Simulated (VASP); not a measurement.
# ZnSe (Stilleite) (I-4m2) in VASP: a series of runs

Runs on ZnSe (Stilleite). Level: PBEsol. Tasks: single point.

All numbers are computed with VASP 6.6.1; they aren't measurements. Logs are shortened: lines on timing, memory, paths and dates and some standing lists are left out, and cuts for length are marked.

## 1. The cell of the first run

The structure is tetragonal, space group I-4m2 (No. 119). Conventional cell: a = 4.008 Å, b = 4.008 Å, c = 5.611 Å, α = 90.00°, β = 90.00°, γ = 90.00°. Se (site symmetry -4m2) has 4 Zn at 2.45 Å within 3.2 Å. Within 3.2 Å of Zn (site symmetry -4m2) lie 4 Se at 2.45 Å.

## 2. Single point, PBEsol

INCAR reads:

```
PREC = Accurate
ENCUT = 520
EDIFF = 1E-6
ISMEAR = -1
SIGMA = 0.05
LREAL = False
LASPH = True
NELM = 100
ALGO = Normal
ISIF = 2
LWAVE = False
LCHARG = False
GGA = PS
NBANDS = 16
```

KPOINTS reads:

```
Automatic mesh
0
Gamma
  7 7 7
```

POSCAR reads:

```
ZnSe
1.0
    0.0000000000      2.8338000000      2.8054620000
    2.8338000000      0.0000000000      2.8054620000
    2.8338000000      2.8338000000      0.0000000000
Se Zn
1 1
Direct
    0.7500000000      0.7500000000      0.7500000000
    0.0000000000      0.0000000000      0.0000000000
```

Potentials or basis: VASP PAW PBE potentials, release 64 (Se, Zn).

Started as:

```bash
cat potpaw_PBE.64/Se/POTCAR potpaw_PBE.64/Zn/POTCAR > POTCAR
mpirun -np 1 vasp_std > vasp.out
```

OUTCAR:

```text
PREC = Accurate
   ENCUT = 520
   EDIFF = 1E-6
   ISMEAR = -1
   LREAL = False
   LASPH = True
   NELM = 100
   ISIF = 2
   GGA = PS

 ion  position               nearest neighbor table
   1  0.750  0.750  0.750-   2 2.45   2 2.45   2 2.45   2 2.45
   2  0.000  0.000  0.000-   1 2.45   1 2.45   1 2.45   1 2.45

  LATTYP: Found a body centered tetragonal cell.
 ALAT       =     4.0075983931
 C/A-ratio  =     1.4000714267

  Lattice vectors:

 A1 = (   0.0000000000,  -2.8338000000,  -2.8054620000)
 A2 = (   0.0000000000,   2.8338000000,  -2.8054620000)
 A3 = (   2.8338000000,   0.0000000000,   2.8054620000)

Analysis of symmetry for initial positions (statically):
=====================================================================
 Subroutine PRICEL returns:
 Original cell was already a primitive cell.

 Routine SETGRP: Setting up the symmetry group for a
 body centered tetragonal supercell.

 Subroutine GETGRP returns: Found  8 space group operations
 (whereof  8 operations were pure point group operations)
 out of a pool of 16 trial point group operations.

The static configuration has the point symmetry D_2d.

Analysis of symmetry for dynamics (positions and initial velocities):
=====================================================================
 Subroutine PRICEL returns:
 Original cell was already a primitive cell.

 Routine SETGRP: Setting up the symmetry group for a
 body centered tetragonal supercell.

 Subroutine GETGRP returns: Found  8 space group operations
 (whereof  8 operations were pure point group operations)
 out of a pool of 16 trial point group operations.

The dynamic configuration has the point symmetry D_2d.

 Subroutine INISYM returns: Found  8 space group operations
 (whereof  8 operations are pure point group operations),
 and found     1 'primitive' translations

----------------------------------------------------------------------------------------

                                     Primitive cell

  volume of cell :      45.0581

  direct lattice vectors                    reciprocal lattice vectors
     0.000000000  2.833800000  2.805462000    -0.176441527  0.176441527  0.178223765
     2.833800000  0.000000000  2.805462000     0.176441527 -0.176441527  0.178223765
     2.833800000  2.833800000  0.000000000     0.176441527  0.176441527 -0.178223765

  length of vectors
     3.987610747  3.987610747  4.007598393     0.306638118  0.306638118  0.306638118

  position of ions in fractional coordinates (direct lattice)
     0.750000000  0.750000000  0.750000000
     0.000000000  0.000000000  0.000000000

  ion indices of the primitive-cell ions
   primitive index   ion index
                 1           1
                 2           2

----------------------------------------------------------------------------------------

 KPOINTS: Automatic mesh

Automatic generation of k-mesh.
 Grid dimensions read from file:
 generate k-points for:    7    7    7

 Generating k-lattice:

  Cartesian coordinates                     Fractional coordinates (reciprocal lattice)
    -0.025205932  0.025205932  0.025460538     0.142857143  0.000000000  0.000000000
     0.025205932 -0.025205932  0.025460538     0.000000000  0.142857143  0.000000000
     0.025205932  0.025205932 -0.025460538     0.000000000  0.000000000  0.142857143

  Length of vectors
     0.043805445  0.043805445  0.043805445

  Shift w.r.t. Gamma in fractional coordinates (k-lattice)
     0.000000000  0.000000000  0.000000000

 Subroutine IBZKPT returns following result:
 ===========================================

 Found     40 irreducible k-points:

 Following reciprocal coordinates:
            Coordinates               Weight
  0.000000  0.000000  0.000000      1.000000
  0.142857 -0.000000  0.000000      8.000000
  0.285714 -0.000000  0.000000      8.000000
  0.428571 -0.000000  0.000000      8.000000
  0.142857  0.142857  0.000000      2.000000
  0.285714  0.142857  0.000000      8.000000
[... 16 lines left out ...]
  0.428571  0.285714  0.142857      8.000000
 -0.428571  0.285714  0.142857     16.000000
 [... further k-points ...]
   k-points           NKPTS =     40   k-points in BZ     NKDIM =     40   number of bands    NBANDS=     16
   number of dos      NEDOS =    301   number of ions     NIONS =      2
   total plane-waves  NPLWV =  27000
   dimension x,y,z NGX =    30 NGY =   30 NGZ =   30
   dimension x,y,z NGXF=    60 NGYF=   60 NGZF=   60
   ions per type =               1   1
   NGX,Y,Z   is equivalent  to a cutoff of  12.51, 12.51, 12.44 a.u.
   NGXF,Y,Z  is equivalent  to a cutoff of  25.01, 25.01, 24.89 a.u.
 SYSTEM =  unknown system
   PREC   = accura    normal or accurate (medium, high low for compatibility)
   ISTART =      0    job   : 0-new  1-cont  2-samecut
   ICHARG =      2    charge: 1-file 2-atom 10-const
   ISPIN  =      1    spin polarized calculation?
   LNONCOLLINEAR =      F non collinear calculations
   LSORBIT =      F    spin-orbit coupling
   LASPH  =      T    aspherical Exc in radial PAW
   ENCUT  =  520.0 eV  38.22 Ry    6.18 a.u.   7.41  7.41  7.45*2*pi/ulx,y,z
   NELM   =    100;   NELMIN=  2; NELMDL= -5     # of ELM steps
   EDIFF  = 0.1E-05   stopping-criterion for ELM
   LREAL  =      F    real-space projection
   EDIFFG = 0.1E-04   stopping-criterion for IOM
   NSW    =      0    number of steps for IOM
   IBRION =     -1    ionic relax: 0-MD 1-quasi-New 2-CG
   NFREE  =      0    steps in history (QN), initial steepest desc. (CG)
   ISIF   =      2    stress and relaxation
   ISYM   =      2    0-nonsym 1-usesym 2-fastsym
   POTIM  = 0.5000    time-step for ionic-motion
   TEBEG  =    0.0;   TEEND  =   0.0 temperature during run
   PSTRESS=    0.0 pullay stress
   NELECT =      18.0000    total number of electrons
   NUPDOWN=      -1.0000    fix difference up-down
   EMIN   =  10.00;   EMAX   =-10.00  energy-range for DOS
   EFERMI =   0.00;   METHOD = LEGACY
   ISMEAR =    -1;   SIGMA  =   0.05  broadening in eV -4-tet -1-fermi 0-gaus
   EFERMI_NEDOS =   21; number of points for ismear=-14 and -15
   IALGO  =     38    algorithm
   IMIX   =      4    mixing-type and parameters
     AMIX     =   0.40;   BMIX     =  1.00
     AMIX_MAG =   1.60;   BMIX_MAG =  1.00
  volume/ion in A,a.u.               =      22.53       152.03
  Fermi-wavevector in a.u.,A,eV,Ry     =   1.205706  2.278454 19.779155  1.453727
  Thomas-Fermi vector in A             =   2.341395
   LORBIT       =      0    0 simple, 1 ext, 2 COOP (PROOUT), +10 PAW based schemes
   GGA     = PS    functional components
   LHFCALC =     F    Hartree Fock is set to
   AEXX    =    0.0000 exact exchange contribution
   IVDW    =     0    specifies the selected vdW correction
   LEPSILON=     F    determine dielectric tensor
   LRPA    =     F    only Hartree local field effects (RPA)
 non-spin polarized calculation
  energy-cutoff  :      520.00
  volume of cell :       45.06
 maximum number of plane-waves:      1243
 NGX is ok and might be reduce to    30
   NGX = 15   NGY = 15   NGZ = 15

 number of electron      18.0000003 magnetization

 Free energy of the ion-electron system (eV)
  ---------------------------------------------------
  ext. energy  EPLUGINS =         0.00000000
  ---------------------------------------------------
  free energy    TOTEN  =        -6.77137644 eV

  energy without entropy =       -6.77137636  energy(sigma->0) =       -6.77137640

 E-fermi :   2.2122     XC(G=0):  -9.5717

 val. band max:        1.6000872203   @ k =   0.0000   0.0000   0.0000
 cond. band min:       2.7853443294   @ k =   0.0000   0.0000   0.0000
 fundamental gap:      1.1852571091
 Fermi energy:         2.2122133314

 k-point     1 :       0.0000    0.0000    0.0000
  band No.  band energies     occupation
      1     -11.7753      2.00000
      2      -5.0202      2.00000
      3      -5.0202      2.00000
      4      -5.0157      2.00000
      5      -4.6392      2.00000
      6      -4.6371      2.00000
[... 8 lines left out ...]
     15      12.9326      0.00000
     16      13.1123      0.00000

 k-point     2 :       0.1429   -0.0000    0.0000
  band No.  band energies     occupation
      1     -11.6413      2.00000
      2      -5.0112      2.00000
      3      -4.9996      2.00000
      4      -4.9959      2.00000
      5      -4.6406      2.00000
      6      -4.6391      2.00000
[... 8 lines left out ...]
     15      12.1337      0.00000
     16      12.3776      0.00000

 k-point     3 :       0.2857   -0.0000    0.0000
  band No.  band energies     occupation
      1     -11.3108      2.00000
      2      -4.9591      2.00000
      3      -4.9547      2.00000
      4      -4.9265      2.00000
      5      -4.6361      2.00000
      6      -4.6357      2.00000
[... 8 lines left out ...]
     15      12.1332      0.00000
     16      12.1692      0.00000

 k-point     4 :       0.4286   -0.0000    0.0000
  band No.  band energies     occupation
      1     -11.0078      2.00000
      2      -4.9349      2.00000
      3      -4.9290      2.00000
      4      -4.6270      2.00000
      5      -4.6209      2.00000
      6      -4.6185      2.00000
[... 8 lines left out ...]
     15      13.8361      0.00000
     16      13.8955      0.00000
[... 324 lines left out ...]
 k-point    22 :      -0.1429    0.0000    0.1429
  band No.  band energies     occupation
      1     -11.4396      2.00000
      2      -4.9907      2.00000
      3      -4.9719      2.00000
      4      -4.9566      2.00000
      5      -4.6518      2.00000
      6      -4.6271      2.00000
[... 8 lines left out ...]
     15      12.3394      0.00000
     16      13.7195      0.00000

 k-point    23 :       0.4286    0.2857    0.1429
  band No.  band energies     occupation
      1     -11.0589      2.00000
      2      -4.9575      2.00000
      3      -4.8996      2.00000
      4      -4.8455      2.00000
      5      -4.6399      2.00000
      6      -4.6033      2.00000
[... 8 lines left out ...]
     15      14.5157      0.00000
     16      15.2981      0.00000

 k-point    24 :      -0.4286    0.2857    0.1429
  band No.  band energies     occupation
      1     -10.8256      2.00000
      2      -4.9109      2.00000
      3      -4.8723      2.00000
      4      -4.7085      2.00000
      5      -4.6266      2.00000
      6      -4.4788      2.00000
[... 8 lines left out ...]
     15      14.0215      0.00000
     16      15.4852      0.00000

 [... further k-points ...]

------------------------ aborting loop because EDIFF is reached ----------------------------------------

  FORCE on cell =-STRESS in cart. coord.  units (eV):
  Direction    XX          YY          ZZ          XY          YZ          ZX
  --------------------------------------------------------------------------------------
  -------------------------------------------------------------------------------------
  Total       -0.1035246     -0.1035246     -0.0035474      0.0000000      0.0000000      0.0000000
  in kB       -3.6811329     -3.6811329     -0.1261377      0.0000000      0.0000000      0.0000000
  external PRESSURE =      -2.4961345 kB  Pullay stress =       0.0000000 kB

 VOLUME and BASIS-vectors are now :
 -----------------------------------------------------------------------------
  energy-cutoff  :      520.00
  volume of cell :       45.06
      direct lattice vectors                 reciprocal lattice vectors
     0.000000000  2.833800000  2.805462000    -0.176441527  0.176441527  0.178223765
     2.833800000  0.000000000  2.805462000     0.176441527 -0.176441527  0.178223765
     2.833800000  2.833800000  0.000000000     0.176441527  0.176441527 -0.178223765

 POSITION                                       TOTAL-FORCE (eV/Angst)
 -----------------------------------------------------------------------------------
      4.25070      4.25070      4.20819        -0.000000     -0.000000     -0.000000
      0.00000      0.00000      0.00000         0.000000      0.000000      0.000000
 -----------------------------------------------------------------------------------
    total drift:                               -0.000000     -0.000000     -0.000001

  FREE ENERGIE OF THE ION-ELECTRON SYSTEM (eV)
  ---------------------------------------------------
  free  energy   TOTEN  =        -6.7713764430 eV

  energy  without entropy=       -6.7713763618  energy(sigma->0) =       -6.77137640
```

Run time: 22 s. Hardware: 1 thread of Intel Xeon Platinum 8488C (Sapphire Rapids), shared host; peak memory 0.18 GiB.

Results:

```yaml
Free_energy: -6.7714 eV
Pressure: -0.2 GPa
Band_gap_on_the_k_mesh: 1.19 eV, direct
```

Stress tensor (GPa, compression positive):
```
-0.37  0.00  0.00
 0.00 -0.37  0.00
 0.00  0.00 -0.01
```

Caveat: the PAW data sets were made with another functional, which shifts forces and pressure a little. A hybrid or GW would open this gap; PBEsol tends to underestimate it.

(Continued in part 2 of 2.)
